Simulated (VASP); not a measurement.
# ZrC (P1) in VASP: notebook

ZrC is run at these levels: PBEsol; tasks: single point.

Program: VASP 6.6.1. These are calculated values, not measurements. Logs are shortened: lines on timing, memory, paths and dates and some standing lists are left out, and cuts for length are marked.

## (1) The cell of the first run

The typed cell holds 4 atoms: a = 6.689 Å, b = 3.345 Å, c = 3.345 Å, α = 60.00°, β = 60.00°, γ = 60.00°.

## (2) Single point, PBEsol

The input, INCAR:

```
ALGO = Normal
EDIFF = 1E-7
ENCUT = 520
GGA = PS
ISIF = 2
ISMEAR = -1
LASPH = True
LCHARG = True
LELF = True
LREAL = False
LVHAR = True
LWAVE = False
NBANDS = 24
NELM = 100
PREC = Accurate
SIGMA = 0.08
```

The input, KPOINTS:

```
k-points
0
Gamma
  4 7 7
```

The input, POSCAR:

```
ZrC
1.0
    0.0000000000      4.7300000000      4.7300000000
    2.3650000000      0.0000000000      2.3650000000
    2.3650000000      2.3650000000      0.0000000000
Zr C
2 2
Direct
    0.2468380550      0.4809729387      0.5194769556
    0.7504251586      0.5208380550      0.4821019027
    0.0107377378     -0.0076171247     -0.0046864693
    0.5100474630     -0.0061372093     -0.0073038055
```

Potentials or basis: VASP PAW PBE potentials, release 64 (Zr_sv, C).

Started as:

```bash
$ cat potpaw_PBE.64/Zr_sv/POTCAR potpaw_PBE.64/C/POTCAR > POTCAR
$ mpirun -np 1 vasp_std > vasp.out
```

OUTCAR:

```text
EDIFF = 1E-7
   ENCUT = 520
   GGA = PS
   ISIF = 2
   ISMEAR = -1
   LASPH = True
   LREAL = False
   NELM = 100
   PREC = Accurate

 ion  position               nearest neighbor table
   1  0.247  0.481  0.519-   3 2.27   3 2.34   3 2.36   4 2.37   4 2.40   4 2.46   2 3.27   2 3.29
                             2 3.32   2 3.38   2 3.40   2 3.42
   2  0.750  0.521  0.482-   4 2.29   4 2.33   3 2.35   4 2.38   3 2.40   3 2.45   1 3.27   1 3.29
                             1 3.32   1 3.38   1 3.40   1 3.42
   3  0.011  0.992  0.995-   1 2.27   1 2.34   2 2.35   1 2.36   2 2.40   2 2.45
   4  0.510  0.994  0.993-   2 2.29   2 2.33   1 2.37   2 2.38   1 2.40   1 2.46

  LATTYP: Found a trigonal (rhomboedric) cell.
 ALAT       =     5.7930432417
 COS(alpha) =     0.8333333333

  Lattice vectors:

 A1 = (   2.3650000000,  -2.3650000000,  -4.7300000000)
 A2 = (   4.7300000000,  -2.3650000000,  -2.3650000000)
 A3 = (   2.3650000000,  -4.7300000000,  -2.3650000000)

Analysis of symmetry for initial positions (statically):
=====================================================================
 Subroutine PRICEL returns:
 Original cell was already a primitive cell.

 Routine SETGRP: Setting up the symmetry group for a
 trigonal (rhombohedral) supercell.

 Subroutine GETGRP returns: Found  1 space group operations
 (whereof  1 operations were pure point group operations)
 out of a pool of 12 trial point group operations.

The static configuration has the point symmetry C_1 .

Analysis of symmetry for dynamics (positions and initial velocities):
=====================================================================
 Subroutine PRICEL returns:
 Original cell was already a primitive cell.

 Routine SETGRP: Setting up the symmetry group for a
 trigonal (rhombohedral) supercell.

 Subroutine GETGRP returns: Found  1 space group operations
 (whereof  1 operations were pure point group operations)
 out of a pool of 12 trial point group operations.

The dynamic configuration has the point symmetry C_1 .

 Subroutine INISYM returns: Found  1 space group operations
 (whereof  1 operations are pure point group operations),
 and found     1 'primitive' translations

----------------------------------------------------------------------------------------

                                     Primitive cell

  volume of cell :      52.9119

  direct lattice vectors                    reciprocal lattice vectors
     0.000000000  4.730000000  4.730000000    -0.105708245  0.105708245  0.105708245
     2.365000000  0.000000000  2.365000000     0.211416490 -0.211416490  0.211416490
     2.365000000  2.365000000  0.000000000     0.211416490  0.211416490 -0.211416490

  length of vectors
     6.689230150  3.344615075  3.344615075     0.183092052  0.366184103  0.366184103

  position of ions in fractional coordinates (direct lattice)
     0.246838055  0.480972939  0.519476956
     0.750425159  0.520838055  0.482101903
     0.010737738  0.992382875  0.995313531
     0.510047463  0.993862791  0.992696194

  ion indices of the primitive-cell ions
   primitive index   ion index
                 1           1
                 2           2
                 3           3
                 4           4

----------------------------------------------------------------------------------------

 KPOINTS: k-points

Automatic generation of k-mesh.
 Grid dimensions read from file:
 generate k-points for:    4    7    7

 Generating k-lattice:

  Cartesian coordinates                     Fractional coordinates (reciprocal lattice)
    -0.026427061  0.026427061  0.026427061     0.250000000  0.000000000  0.000000000
     0.030202356 -0.030202356  0.030202356     0.000000000  0.142857143  0.000000000
     0.030202356  0.030202356 -0.030202356     0.000000000  0.000000000  0.142857143

  Length of vectors
     0.045773013  0.052312015  0.052312015

  Shift w.r.t. Gamma in fractional coordinates (k-lattice)
     0.000000000  0.000000000  0.000000000

 -----------------------------------------------------------------------------
|                                                                             |
|           W    W    AA    RRRRR   N    N  II  N    N   GGGG   !!!           |
|           W    W   A  A   R    R  NN   N  II  NN   N  G    G  !!!           |
|           W    W  A    A  R    R  N N  N  II  N N  N  G       !!!           |
|           W WW W  AAAAAA  RRRRR   N  N N  II  N  N N  G  GGG   !            |
|           WW  WW  A    A  R   R   N   NN  II  N   NN  G    G                |
|           W    W  A    A  R    R  N    N  II  N    N   GGGG   !!!           |
|                                                                             |
|     Your reciprocal lattice and k-lattice belong to different lattice       |
|     classes:                                                                |
|                                                                             |
|        The reciprocal lattice is rhombohedral (trigonal),                   |
|        whereas your k-lattice is base-centered monoclinic.                  |
|                                                                             |
|     Results are often still useful ...                                      |
|                                                                             |
 -----------------------------------------------------------------------------

 WARNING: IBZKPT: internal override: KBLOWUP is changed to .FALSE.
      ... skipping the blow-up phase ...

 Subroutine IBZKPT returns following result:
 ===========================================

 Found     99 irreducible k-points:

 Following reciprocal coordinates:
            Coordinates               Weight
  0.000000  0.000000  0.000000      1.000000
  0.250000  0.000000  0.000000      2.000000
  0.500000  0.000000  0.000000      1.000000
  0.000000  0.142857  0.000000      2.000000
  0.250000  0.142857  0.000000      2.000000
  0.500000  0.142857  0.000000      2.000000
[... 16 lines left out ...]
 -0.250000  0.142857  0.142857      2.000000
  0.000000  0.285714  0.142857      2.000000
 [... further k-points ...]
   k-points           NKPTS =     99   k-points in BZ     NKDIM =     99   number of bands    NBANDS=     24
   number of dos      NEDOS =    301   number of ions     NIONS =      4
   total plane-waves  NPLWV =  39200
   dimension x,y,z NGX =    50 NGY =   28 NGZ =   28
   dimension x,y,z NGXF=   100 NGYF=   56 NGZF=   56
   ions per type =               2   2
   NGX,Y,Z   is equivalent  to a cutoff of  12.43, 13.92, 13.92 a.u.
   NGXF,Y,Z  is equivalent  to a cutoff of  24.85, 27.84, 27.84 a.u.
 SYSTEM =  unknown system
   PREC   = accura    normal or accurate (medium, high low for compatibility)
   ISTART =      0    job   : 0-new  1-cont  2-samecut
   ICHARG =      2    charge: 1-file 2-atom 10-const
   ISPIN  =      1    spin polarized calculation?
   LNONCOLLINEAR =      F non collinear calculations
   LSORBIT =      F    spin-orbit coupling
   LASPH  =      T    aspherical Exc in radial PAW
   ENCUT  =  520.0 eV  38.22 Ry    6.18 a.u.  12.44  6.22  6.22*2*pi/ulx,y,z
   NELM   =    100;   NELMIN=  2; NELMDL= -5     # of ELM steps
   EDIFF  = 0.1E-06   stopping-criterion for ELM
   LREAL  =      F    real-space projection
   EDIFFG = 0.1E-05   stopping-criterion for IOM
   NSW    =      0    number of steps for IOM
   IBRION =     -1    ionic relax: 0-MD 1-quasi-New 2-CG
   NFREE  =      0    steps in history (QN), initial steepest desc. (CG)
   ISIF   =      2    stress and relaxation
   ISYM   =      2    0-nonsym 1-usesym 2-fastsym
   POTIM  = 0.5000    time-step for ionic-motion
   TEBEG  =    0.0;   TEEND  =   0.0 temperature during run
   PSTRESS=    0.0 pullay stress
   NELECT =      32.0000    total number of electrons
   NUPDOWN=      -1.0000    fix difference up-down
   EMIN   =  10.00;   EMAX   =-10.00  energy-range for DOS
   EFERMI =   0.00;   METHOD = LEGACY
   ISMEAR =    -1;   SIGMA  =   0.08  broadening in eV -4-tet -1-fermi 0-gaus
   EFERMI_NEDOS =   21; number of points for ismear=-14 and -15
   IALGO  =     38    algorithm
   IMIX   =      4    mixing-type and parameters
     AMIX     =   0.40;   BMIX     =  1.00
     AMIX_MAG =   1.60;   BMIX_MAG =  1.00
  volume/ion in A,a.u.               =      13.23        89.27
  Fermi-wavevector in a.u.,A,eV,Ry     =   1.384439  2.616209 26.077880  1.916670
  Thomas-Fermi vector in A             =   2.508943
   LORBIT       =      0    0 simple, 1 ext, 2 COOP (PROOUT), +10 PAW based schemes
   GGA     = PS    functional components
   LHFCALC =     F    Hartree Fock is set to
   AEXX    =    0.0000 exact exchange contribution
   IVDW    =     0    specifies the selected vdW correction
   LEPSILON=     F    determine dielectric tensor
   LRPA    =     F    only Hartree local field effects (RPA)
 non-spin polarized calculation
  energy-cutoff  :      520.00
  volume of cell :       52.91
 maximum number of plane-waves:      1443
 NGX is ok and might be reduce to    50
   NGX = 25   NGY = 13   NGZ = 13

 number of electron      32.0000000 magnetization

 Free energy of the ion-electron system (eV)
  ---------------------------------------------------
  ext. energy  EPLUGINS =         0.00000000
  ---------------------------------------------------
  free energy    TOTEN  =       -41.02395025 eV

  energy without entropy =      -41.00910096  energy(sigma->0) =      -41.01652561

 E-fermi :   9.2275     XC(G=0): -12.1834

 val. band max:        9.2137397337   @ k =   0.0000   0.4286   0.4286
 cond. band min:       9.3189103323   @ k =   0.0000   0.4286   0.4286
 fundamental gap:      0.1051705986
 Fermi energy:         9.2274847976

 k-point     1 :       0.0000    0.0000    0.0000
  band No.  band energies     occupation
      1     -38.7652      2.00000
      2     -38.6689      2.00000
      3     -17.3346      2.00000
      4     -16.5962      2.00000
      5     -16.5946      2.00000
      6     -16.5233      2.00000
[... 16 lines left out ...]
     23      13.7454      0.00000
     24      14.5068      0.00000

 k-point     2 :       0.2500    0.0000    0.0000
  band No.  band energies     occupation
      1     -38.7514      2.00000
      2     -38.6830      2.00000
      3     -17.2227      2.00000
      4     -16.6481      2.00000
      5     -16.5868      2.00000
      6     -16.5834      2.00000
[... 16 lines left out ...]
     23      13.6240      0.00000
     24      13.6521      0.00000

 k-point     3 :       0.5000    0.0000    0.0000
  band No.  band energies     occupation
      1     -38.7223      2.00000
      2     -38.7124      2.00000
      3     -16.9583      2.00000
      4     -16.9262      2.00000
      5     -16.5753      2.00000
      6     -16.5711      2.00000
[... 16 lines left out ...]
     23      15.8235      0.00000
     24      15.9255      0.00000

 k-point     4 :       0.0000    0.1429    0.0000
  band No.  band energies     occupation
      1     -38.7476      2.00000
      2     -38.6631      2.00000
      3     -17.2655      2.00000
      4     -16.6925      2.00000
      5     -16.6789      2.00000
      6     -16.6329      2.00000
[... 16 lines left out ...]
     23      14.1666      0.00000
     24      14.4499      0.00000

 k-point     5 :       0.2500    0.1429    0.0000
  band No.  band energies     occupation
      1     -38.7443      2.00000
      2     -38.6663      2.00000
      3     -17.2398      2.00000
      4     -16.7138      2.00000
      5     -16.6596      2.00000
      6     -16.6038      2.00000
[... 451 lines left out ...]
 k-point    22 :       0.5000    0.1429    0.1429
  band No.  band energies     occupation
      1     -38.7311      2.00000
      2     -38.6798      2.00000
      3     -17.1428      2.00000
      4     -16.7944      2.00000
      5     -16.6442      2.00000
      6     -16.6404      2.00000
[... 16 lines left out ...]
     23      13.9934      0.00000
     24      15.7764      0.00000

 k-point    23 :      -0.2500    0.1429    0.1429
  band No.  band energies     occupation
      1     -38.7144      2.00000
      2     -38.6966      2.00000
      3     -17.0163      2.00000
      4     -16.8893      2.00000
      5     -16.6872      2.00000
      6     -16.6083      2.00000
[... 16 lines left out ...]
     23      14.2602      0.00000
     24      14.9060      0.00000

 k-point    24 :       0.0000    0.2857    0.1429
  band No.  band energies     occupation
      1     -38.7089      2.00000
      2     -38.6634      2.00000
      3     -17.1171      2.00000
      4     -16.9266      2.00000
      5     -16.8120      2.00000
      6     -16.6631      2.00000
[... 16 lines left out ...]
     23      14.5955      0.00000
     24      15.3966      0.00000

 [... further k-points ...]

------------------------ aborting loop because EDIFF is reached ----------------------------------------

  FORCE on cell =-STRESS in cart. coord.  units (eV):
  Direction    XX          YY          ZZ          XY          YZ          ZX
  --------------------------------------------------------------------------------------
  -------------------------------------------------------------------------------------
  Total       -2.5310179     -2.4582308     -2.2942268      0.1130360     -0.0341477      0.0765428
  in kB      -76.6394489    -74.4354485    -69.4693921      3.4227394     -1.0339948      2.3177220
  external PRESSURE =     -73.5147632 kB  Pullay stress =       0.0000000 kB

 VOLUME and BASIS-vectors are now :
 -----------------------------------------------------------------------------
  energy-cutoff  :      520.00
  volume of cell :       52.91
      direct lattice vectors                 reciprocal lattice vectors
     0.000000000  4.730000000  4.730000000    -0.105708245  0.105708245  0.105708245
     2.365000000  0.000000000  2.365000000     0.211416490 -0.211416490  0.211416490
     2.365000000  2.365000000  0.000000000     0.211416490  0.211416490 -0.211416490

 POSITION                                       TOTAL-FORCE (eV/Angst)
 -----------------------------------------------------------------------------------
      2.36606      2.39611      2.30505        -0.287464     -0.000723      0.932472
      2.37195      4.68968      4.78129        -0.085994      0.460638     -0.468591
      4.70090      2.40471      2.39777         0.174174     -0.233585     -0.321346
      4.69821      4.76025      4.76301         0.199284     -0.226330     -0.142535
 -----------------------------------------------------------------------------------
    total drift:                                0.000024      0.000009      0.000012

  FREE ENERGIE OF THE ION-ELECTRON SYSTEM (eV)
  ---------------------------------------------------
  free  energy   TOTEN  =       -41.0239502533 eV

  energy  without entropy=      -41.0091009616  energy(sigma->0) =      -41.01652561
```

Run time: 2.4 min. Hardware: 1 thread of Intel Xeon 6975P-C, shared host; peak memory 0.26 GiB.

Results:

```
Free energy            : -41.0240 eV
Pressure               : -7.4 GPa
Largest force          : 0.976 eV/Å
Band gap on the k mesh : zero (band 16 reaches 10.00 eV, above the bottom of band 17 at 9.06 eV)
```

Forces on the atoms (eV/Å):
```
Zr  -0.287 -0.001  0.932
Zr  -0.086  0.461 -0.469
C    0.174 -0.234 -0.321
C    0.199 -0.226 -0.143
```

Caveat: the PAW data sets were made with another functional, which shifts forces and pressure a little.

[end of part 1 of 2]
